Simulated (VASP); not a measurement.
# Co5H in VASP: a series of runs

Runs on Co5H. Level: PBEsol. Tasks: single point.

All numbers are computed with VASP 6.6.1; they aren't measurements. Logs are shortened: lines on timing, memory, paths and dates and some standing lists are left out, and cuts for length are marked.

## (1) The cell of the first run

The cell holds a slab with vacuum, 6 atoms: a = 2.456 Å, b = 2.456 Å, c = 26.939 Å, α = 90.00°, β = 90.00°, γ = 120.00°.

## (2) Single point, PBEsol, collinear spin, ferromagnetic start

INCAR

```
ALGO     = Normal         # electronic algorithm
DIPOL    = 0.5 0.5 0.496
EDIFF    = 1E-6           # SCF threshold, eV
ENCUT    = 520            # plane-wave cutoff, eV
GGA      = PS             # functional
IDIPOL   = 3            
ISIF     = 2              # what is computed and relaxed
ISMEAR   = 0              # smearing method
ISPIN    = 2              # spin polarisation
LASPH    = True           # aspherical terms in the spheres
LCHARG   = False          # write CHGCAR
LDIPOL   = True         
LMAXMIX  = 4              # l up to which the mixer works
LORBIT   = 11             # projections on sites
LREAL    = False          # projectors in reciprocal space
LWAVE    = False          # write WAVECAR
MAGMOM   = 1.94 1.87 1.83 1.86 1.92 1 # initial moments
NBANDS   = 36             # bands
NELM     = 150            # most SCF steps
PREC     = Accurate       # precision mode
SIGMA    = 0.1            # smearing width, eV
```

KPOINTS

```
k-points
0
Gamma
  12 12 1
```

POSCAR

```
Co5H
1.0
    2.4564239303      0.0000000000      0.0000000000
   -1.2282119652      2.1273255261      0.0000000000
    0.0000000000      0.0000000000     26.9388241190
Co H
5 1
Direct
    0.6666666667      0.3333333333      0.3155297337
    0.3333333333      0.6666666667      0.3892042942
    0.6666666667      0.3333333333      0.4631036639
    0.3333333333      0.6666666667      0.5374086796
    0.6666666667      0.3333333333      0.6089481499
    0.6666666667      0.3333333333      0.6639347143
```

Potentials or basis: VASP PAW PBE potentials, release 64 (Co, H).

Launch:

```console
$ cat potpaw_PBE.64/Co/POTCAR potpaw_PBE.64/H/POTCAR > POTCAR
$ mpirun -np 1 vasp_std > vasp.out
```

OUTCAR:

```text
EDIFF = 1E-6
   ENCUT = 520
   GGA = PS
   ISIF = 2
   ISMEAR = 0
   ISPIN = 2
   LASPH = True
   LORBIT = 11
   LREAL = False
   NELM = 150
   PREC = Accurate

 ion  position               nearest neighbor table
   1  0.667  0.333  0.316-   2 2.44   2 2.44   2 2.44
   2  0.333  0.667  0.389-   1 2.44   1 2.44   1 2.44   3 2.44   3 2.44   3 2.44
   3  0.667  0.333  0.463-   2 2.44   2 2.44   2 2.44   4 2.45   4 2.45   4 2.45
   4  0.333  0.667  0.537-   5 2.39   5 2.39   5 2.39   3 2.45   3 2.45   3 2.45
   5  0.667  0.333  0.609-   6 1.48   4 2.39   4 2.39   4 2.39
   6  0.667  0.333  0.664-   5 1.48

  LATTYP: Found a hexagonal cell.
 ALAT       =     2.4564239303
 C/A-ratio  =    10.9666836358

  Lattice vectors:

 A1 = (   2.4564239303,   0.0000000000,   0.0000000000)
 A2 = (  -1.2282119652,   2.1273255261,   0.0000000000)
 A3 = (   0.0000000000,   0.0000000000,  26.9388241190)

Analysis of symmetry for initial positions (statically):
=====================================================================
 Subroutine PRICEL returns:
 Original cell was already a primitive cell.

 Routine SETGRP: Setting up the symmetry group for a
 hexagonal supercell.

 Subroutine GETGRP returns: Found  6 space group operations
 (whereof  6 operations were pure point group operations)
 out of a pool of 24 trial point group operations.

The static configuration has the point symmetry C_3v.

Analysis of symmetry for dynamics (positions and initial velocities):
=====================================================================
 Subroutine PRICEL returns:
 Original cell was already a primitive cell.

 Routine SETGRP: Setting up the symmetry group for a
 hexagonal supercell.

 Subroutine GETGRP returns: Found  6 space group operations
 (whereof  6 operations were pure point group operations)
 out of a pool of 24 trial point group operations.

The dynamic configuration has the point symmetry C_3v.

Analysis of structural, dynamic, and magnetic symmetry:
=====================================================================
 Subroutine PRICEL returns:
 Original cell was already a primitive cell.

 Routine SETGRP: Setting up the symmetry group for a
 hexagonal supercell.

 Subroutine GETGRP returns: Found  6 space group operations
 (whereof  6 operations were pure point group operations)
 out of a pool of 24 trial point group operations.

The overall configuration has the point symmetry C_3v.

 Subroutine INISYM returns: Found  6 space group operations
 (whereof  6 operations are pure point group operations),
 and found     1 'primitive' translations

----------------------------------------------------------------------------------------

                                     Primitive cell

  volume of cell :     140.7719

  direct lattice vectors                    reciprocal lattice vectors
     2.456423930  0.000000000  0.000000000     0.407095855  0.235036901  0.000000000
    -1.228211965  2.127325526  0.000000000     0.000000000  0.470073803  0.000000000
     0.000000000  0.000000000 26.938824119     0.000000000  0.000000000  0.037121145

  length of vectors
     2.456423930  2.456423930 26.938824119     0.470073803  0.470073803  0.037121145

  position of ions in fractional coordinates (direct lattice)
     0.666666667  0.333333333  0.315529734
     0.333333333  0.666666667  0.389204294
     0.666666667  0.333333333  0.463103664
     0.333333333  0.666666667  0.537408680
     0.666666667  0.333333333  0.608948150
     0.666666667  0.333333333  0.663934714

  ion indices of the primitive-cell ions
   primitive index   ion index
                 1           1
                 2           2
                 3           3
                 4           4
                 5           5
                 6           6

----------------------------------------------------------------------------------------

 KPOINTS: k-points

Automatic generation of k-mesh.
 Grid dimensions read from file:
 generate k-points for:   12   12    1

 Generating k-lattice:

[... 22 lines left out ...]
  0.333333  0.000000  0.000000      6.000000
  0.416667  0.000000  0.000000      6.000000
[... 11 lines left out ...]
  0.333333  0.250000  0.000000     12.000000
  0.333333  0.333333  0.000000      2.000000
   k-points           NKPTS =     19   k-points in BZ     NKDIM =     19   number of bands    NBANDS=     36
   number of dos      NEDOS =    301   number of ions     NIONS =      6
   total plane-waves  NPLWV =  64800
   dimension x,y,z NGX =    18 NGY =   18 NGZ =  200
   dimension x,y,z NGXF=    36 NGYF=   36 NGZF=  400
   ions per type =               5   1
   NGX,Y,Z   is equivalent  to a cutoff of  12.18, 12.18, 12.34 a.u.
   NGXF,Y,Z  is equivalent  to a cutoff of  24.36, 24.36, 24.68 a.u.
 SYSTEM =  unknown system
   PREC   = accura    normal or accurate (medium, high low for compatibility)
   ISTART =      0    job   : 0-new  1-cont  2-samecut
   ICHARG =      2    charge: 1-file 2-atom 10-const
   ISPIN  =      2    spin polarized calculation?
   LNONCOLLINEAR =      F non collinear calculations
   LSORBIT =      F    spin-orbit coupling
   LASPH  =      T    aspherical Exc in radial PAW
   ENCUT  =  520.0 eV  38.22 Ry    6.18 a.u.   4.57  4.57 50.09*2*pi/ulx,y,z
   NELM   =    150;   NELMIN=  2; NELMDL= -5     # of ELM steps
   EDIFF  = 0.1E-05   stopping-criterion for ELM
   LREAL  =      F    real-space projection
[... 7 lines left out ...]
   TEBEG  =    0.0;   TEEND  =   0.0 temperature during run
   PSTRESS=    0.0 pullay stress
   NELECT =      46.0000    total number of electrons
   NUPDOWN=      -1.0000    fix difference up-down
   EMIN   =  10.00;   EMAX   =-10.00  energy-range for DOS
   EFERMI =   0.00;   METHOD = LEGACY
   ISMEAR =     0;   SIGMA  =   0.10  broadening in eV -4-tet -1-fermi 0-gaus
   EFERMI_NEDOS =   21; number of points for ismear=-14 and -15
   IALGO  =     38    algorithm
   IMIX   =      4    mixing-type and parameters
     AMIX     =   0.40;   BMIX     =  1.00
     AMIX_MAG =   1.60;   BMIX_MAG =  1.00
  volume/ion in A,a.u.               =      23.46       158.33
  Fermi-wavevector in a.u.,A,eV,Ry     =   1.127601  2.130857 17.299592  1.271484
  Thomas-Fermi vector in A             =   2.264288
   LORBIT       =     11    0 simple, 1 ext, 2 COOP (PROOUT), +10 PAW based schemes
   GGA     = PS    functional components
   LHFCALC =     F    Hartree Fock is set to
   AEXX    =    0.0000 exact exchange contribution
   IVDW    =     0    specifies the selected vdW correction
   LEPSILON=     F    determine dielectric tensor
   LRPA    =     F    only Hartree local field effects (RPA)
 spin polarized calculation
 Gauss-broadening in eV      SIGMA  =   0.10
  energy-cutoff  :      520.00
  volume of cell :      140.77
 maximum number of plane-waves:      3849
   NGX =  9   NGY =  9   NGZ =101

 number of electron      45.9999968 magnetization      10.1052180

 dipolmoment           0.000000      0.000000     -0.002689 electrons x Angstroem

 number of electron      45.9999968 magnetization       7.3556498

 dipolmoment           0.000000      0.000000      0.009516 electrons x Angstroem

 Free energy of the ion-electron system (eV)
  ---------------------------------------------------
  ext. energy  EPLUGINS =         0.00000000
  ---------------------------------------------------
  free energy    TOTEN  =       -40.13468186 eV

  energy without entropy =      -40.10633100  energy(sigma->0) =      -40.12050643

 E-fermi :   0.7126     XC(G=0):  -6.0452

 val. band max:        0.7098237418   @ k =   0.5000   0.0000   0.0000
 cond. band min:       0.7225579350   @ k =   0.0000   0.0000   0.0000
 fundamental gap:      0.0127341932
 Fermi energy:         0.7125702437

 spin component 1

 k-point     1 :       0.0000    0.0000    0.0000
  band No.  band energies     occupation
      1      -8.2157      1.00000
      2      -7.3830      1.00000
      3      -6.1466      1.00000
      4      -5.0626      1.00000
      5      -4.6581      1.00000
      6      -3.9440      1.00000
[... 711 lines left out ...]
     34       8.1169      0.00000
     35       9.8049      0.00000
 Fermi energy:         0.7125702437

 spin component 2

 k-point     1 :       0.0000    0.0000    0.0000
  band No.  band energies     occupation
      1      -8.1473      1.00000
      2      -7.3213      1.00000
      3      -6.0652      1.00000
      4      -4.8149      1.00000
      5      -3.9217      1.00000
      6      -3.5176      1.00000
[... 711 lines left out ...]
     34       8.7457      0.00000
     35      10.3087      0.00000
 [bands above 35 left out]

------------------------ aborting loop because EDIFF is reached ----------------------------------------

 vacuum level on the upper side and lower side of the slab       (xc-potential included)         0.159        -0.163

  FORCE on cell =-STRESS in cart. coord.  units (eV):
  Direction    XX          YY          ZZ          XY          YZ          ZX
  --------------------------------------------------------------------------------------
  -------------------------------------------------------------------------------------
  Total       -2.3605338     -2.3605338     -0.8383127      0.0000000     -0.0000000      0.0000000
  in kB      -26.8661165    -26.8661165     -9.5411498      0.0000000     -0.0000000      0.0000000
  external PRESSURE =     -21.0911276 kB  Pullay stress =       0.0000000 kB

 VOLUME and BASIS-vectors are now :
 -----------------------------------------------------------------------------
  energy-cutoff  :      520.00
  volume of cell :      140.77
      direct lattice vectors                 reciprocal lattice vectors
     2.456423930  0.000000000  0.000000000     0.407095855  0.235036901  0.000000000
    -1.228211965  2.127325526  0.000000000     0.000000000  0.470073803  0.000000000
     0.000000000  0.000000000 26.938824119     0.000000000  0.000000000  0.037121145

 POSITION                                       TOTAL-FORCE (eV/Angst)
 -----------------------------------------------------------------------------------
      1.22821      0.70911      8.50000         0.000000      0.000000      0.376482
     -0.00000      1.41822     10.48471        -0.000000     -0.000000     -0.338019
      1.22821      0.70911     12.47547        -0.000000     -0.000000      0.114556
     -0.00000      1.41822     14.47716         0.000000     -0.000000     -0.297386
      1.22821      0.70911     16.40435        -0.000000     -0.000000      0.128392
      1.22821      0.70911     17.88562         0.000000     -0.000000      0.015975
 -----------------------------------------------------------------------------------
    total drift:                                0.000000      0.000000     -0.000046

  FREE ENERGIE OF THE ION-ELECTRON SYSTEM (eV)
  ---------------------------------------------------
  free  energy   TOTEN  =       -40.1346818603 eV

  energy  without entropy=      -40.1063309961  energy(sigma->0) =      -40.12050643

 vacuum level on the upper side and lower side of the slab         6.212         5.883

 total charge

# of ion       s       p       d       tot
------------------------------------------
    1        0.495   0.431   7.248   8.174
    2        0.504   0.561   7.289   8.354
    3        0.506   0.558   7.289   8.353
    4        0.513   0.570   7.309   8.392
    5        0.528   0.560   7.313   8.401
    6        0.483   0.017   0.000   0.500
--------------------------------------------------
tot          3.029   2.697  36.448  42.173

 magnetization (x)

# of ion       s       p       d       tot
------------------------------------------
    1       -0.010  -0.033   1.742   1.698
    2       -0.015  -0.049   1.670   1.606
    3       -0.014  -0.046   1.628   1.567
    4       -0.013  -0.045   1.507   1.449
    5       -0.011  -0.034   1.172   1.127
    6       -0.037   0.000   0.000  -0.036
--------------------------------------------------
tot         -0.100  -0.208   7.718   7.410
```

It took 19 min on 1 thread of Intel Xeon 8259CL, shared host; peak memory 0.37 GiB.

Results:

```
Free energy                                           : -40.1347 eV
Largest force                                         : 0.376 eV/Å
Net moment                                            : 7.36 μB per cell
Site moments                                          : Co +1.70, +1.61, +1.57, +1.45, +1.13; H -0.04 μB
Valence electrons inside the program's atomic spheres : Co 8.17, 8.35, 8.39, 8.40 (each value once); H 0.50
```

Forces in eV/Å, atoms in the order of the input:
```
Co   0.000  0.000  0.376
Co   0.000  0.000 -0.338
Co   0.000  0.000  0.115
Co   0.000  0.000 -0.297
Co   0.000  0.000  0.128
H    0.000  0.000  0.016
```

Levels at points of the mesh, in eV from the Fermi level:
Spin up:
| k point | band 23 | band 24 | band 25 | band 26 | band 27 | band 28 | band 29 | band 30 |
| --- | --- | --- | --- | --- | --- | --- | --- | --- |
| (0.00, 0.00, 0.00) | -1.35 | -1.35 | -1.00 | -1.00 | -0.81 | -0.81 | -0.60 | -0.60 |
| (0.50, 0.00, 0.00) | -0.40 | -0.36 | -0.09 | 0.84 | 1.16 | 1.81 | 2.15 | 2.91 |
Spin down:
| k point | band 16 | band 17 | band 18 | band 19 | band 20 | band 21 | band 22 | band 23 |
| --- | --- | --- | --- | --- | --- | --- | --- | --- |
| (0.00, 0.00, 0.00) | -0.97 | -0.87 | -0.87 | -0.70 | -0.70 | -0.03 | -0.03 | 0.01 |
| (0.50, 0.00, 0.00) | 0.00 | 0.01 | 0.65 | 0.69 | 1.14 | 1.15 | 1.23 | 1.27 |

Caveat: the PAW data sets were made with another functional, which shifts forces and pressure a little.

## (3) Single point, PBEsol, collinear spin, ferromagnetic start

INCAR

```
SYSTEM = Co5H
PREC     = Accurate       ! precision mode
ENCUT    = 520            ! plane-wave cutoff, eV
EDIFF    = 1E-6           ! SCF threshold, eV
ISMEAR   = 0              ! smearing method
SIGMA    = 0.1            ! smearing width, eV
LREAL    = .False.        ! projectors in reciprocal space
LASPH    = .True.         ! aspherical terms in the spheres
NELM     = 150            ! most SCF steps
ALGO     = Normal         ! electronic algorithm
ISIF     = 2              ! what is computed and relaxed
LWAVE    = .False.        ! write WAVECAR
LCHARG   = .False.        ! write CHGCAR
ISPIN    = 2              ! spin polarisation
MAGMOM   = 1.94 1.87 1.83 1.86 1.92 1 ! initial moments
LORBIT   = 11             ! projections on sites
LMAXMIX  = 4              ! l up to which the mixer works
LDIPOL   = .True.       
IDIPOL   = 3            
DIPOL    = 0.5 0.5 0.493
GGA      = PS             ! functional
NBANDS   = 36             ! bands
```

KPOINTS

```
Automatic mesh
0
Gamma
  12 12 1
  0 0 0
```

Edit POSCAR of step 2 so:

```diff
@@ -13,2 +13,2 @@
     0.6666666667      0.3333333333      0.6089481499
-    0.6666666667      0.3333333333      0.6639347143
+    1.0000000000      1.0000000000      0.6429615238
```

Potentials or basis: VASP PAW PBE potentials, release 64 (Co, H).

Launch:

```console
$ cat potpaw_PBE.64/Co/POTCAR potpaw_PBE.64/H/POTCAR > POTCAR
$ mpirun -np 1 vasp_std > vasp.out
```

Run time: 7.5 min. Hardware: 1 thread of AMD EPYC 9R45 (Zen 5), shared host; peak memory 0.34 GiB.

The run converged. Its results:

| Quantity | Value |
| --- | --- |
| Free energy | -40.9829 eV |
| Largest force | 0.463 eV/Å |
| Net moment | 7.63 μB per cell |
| Site moments | Co +1.70, +1.61, +1.53, +1.59, +1.24; H -0.02 μB |
| Valence electrons inside the program's atomic spheres | Co 8.18, 8.35, 8.36, 8.38, 8.48; H 0.55 |

Forces on the atoms (eV/Å):
```
Co   0.000  0.000  0.397
Co   0.000  0.000 -0.394
Co   0.000  0.000  0.221
Co   0.000  0.000 -0.463
Co   0.000  0.000  0.235
H    0.000  0.000  0.004
```

Levels at points of the mesh, in eV from the Fermi level:
Spin up:
```tsv
k point	band 24	band 25	band 26	band 27	band 28	band 29	band 30	band 31
(0.00, 0.00, 0.00)	-1.44	-1.04	-1.04	-0.86	-0.86	-0.75	-0.75	-0.17
(0.50, 0.00, 0.00)	-0.44	-0.41	0.00	1.22	1.33	2.42	3.26	4.60
```
Spin down:
| k point | band 16 | band 17 | band 18 | band 19 | band 20 | band 21 |
| --- | --- | --- | --- | --- | --- | --- |
| (0.00, 0.00, 0.00) | -1.07 | -0.92 | -0.92 | -0.73 | -0.73 | -0.11 |
| (0.50, 0.00, 0.00) | -0.13 | -0.09 | 0.51 | 0.61 | 0.96 | 1.14 |

Caveat: the PAW data sets were made with another functional, which shifts forces and pressure a little.

(Part 1 of 2 ends here.)
